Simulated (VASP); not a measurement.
A run of VASP 6.6.1 is set up as follows.

INCAR

```
PREC = Accurate
ENCUT = 520
EDIFF = 1E-6
ISMEAR = -1
SIGMA = 0.08
LREAL = False
LASPH = True
NELM = 60
ALGO = Normal
ISIF = 2
LWAVE = False
LCHARG = False
GGA = PE
NBANDS = 8
```

The input KPOINTS:

```
regular mesh
0
Gamma
  16 16 15
```

The input POSCAR:

```
Sb
1.0
    2.7613942545      0.0000000000      0.0000000000
   -1.3806971273      2.3914375743      0.0000000000
    0.0000000000      0.0000000000      2.5960315255
Sb
1
Direct
    0.0000000000      0.0000000000      0.0000000000
```

Potentials or basis: VASP PAW PBE potentials, release 64 (Sb).

Run with:

```bash
$ cat potpaw_PBE.64/Sb/POTCAR > POTCAR
$ mpirun -np 1 vasp_std > vasp.out
```

**Question.** Predict the pressure.

**Answer.** 102.1 GPa.
